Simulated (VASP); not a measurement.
A run of VASP 6.6.1 is set up as follows.

The input INCAR:

```
SYSTEM = TiSi16
  PREC = Accurate
  ENCUT = 450
  EDIFF = 1E-7
  ISMEAR = 0
  SIGMA = 0.02
  LREAL = .False.
  LASPH = .True.
  NELM = 120
  ALGO = Normal
  ISIF = 2
  LWAVE = .False.
  LCHARG = .False.
  GGA = PE
  IBRION = 2
  NSW = 80
  EDIFFG = -0.03
  GGA_COMPAT = .False.
  NELMIN = 4
```

The input KPOINTS:

```
Automatic mesh
0
Gamma
  2 2 2
  0 0 0
```

The input POSCAR:

```
TiSi16
1.0
    0.0000000000      5.4300000000      5.4300000000
    5.4300000000      0.0000000000      5.4300000000
    5.4300000000      5.4300000000      0.0000000000
Si Ti
16 1
Direct
    0.0000000000      0.0000000000      0.0000000000
    0.1250000000      0.1250000000      0.1250000000
    0.0000000000      0.0000000000      0.5000000000
    0.1250000000      0.1250000000      0.6250000000
    0.0000000000      0.5000000000      0.0000000000
    0.1250000000      0.6250000000      0.1250000000
    0.0000000000      0.5000000000      0.5000000000
    0.1250000000      0.6250000000      0.6250000000
    0.5000000000      0.0000000000      0.0000000000
    0.6250000000      0.1250000000      0.1250000000
    0.5000000000      0.0000000000      0.5000000000
    0.6250000000      0.1250000000      0.6250000000
    0.5000000000      0.5000000000      0.0000000000
    0.6250000000      0.6250000000      0.1250000000
    0.5000000000      0.5000000000      0.5000000000
    0.6250000000      0.6250000000      0.6250000000
    0.2519712600      1.2456840100      0.2523017000
```

Potentials or basis: VASP PAW PBE potentials, release 64 (Si, Ti_sv).

Run with:

```bash
$ cat potpaw_PBE.64/Si/POTCAR potpaw_PBE.64/Ti_sv/POTCAR > POTCAR
$ mpirun -np 1 vasp_std > vasp.out
```

Task: Estimate the band gap on the k mesh.

Result: Zero (bands 38 and 39 overlap by 0.43 eV).

Task: What does it give for the energy gained by relaxing?

Result: 23.1 meV/atom.

Step by step:
```csv
step,energy change (eV),largest force (eV/Å),pressure (GPa)
1,0.0000,1.9113,4.93
2,-0.3872,0.2703,3.98
3,-0.3881,0.1692,4.00
4,-0.3880,0.1543,4.00
5,-0.3924,0.0907,4.01
6,-0.3925,0.0896,4.01
7,-0.3934,0.0124,4.01
```

Caveat: the k points lie up to 0.50 Å⁻¹ apart.
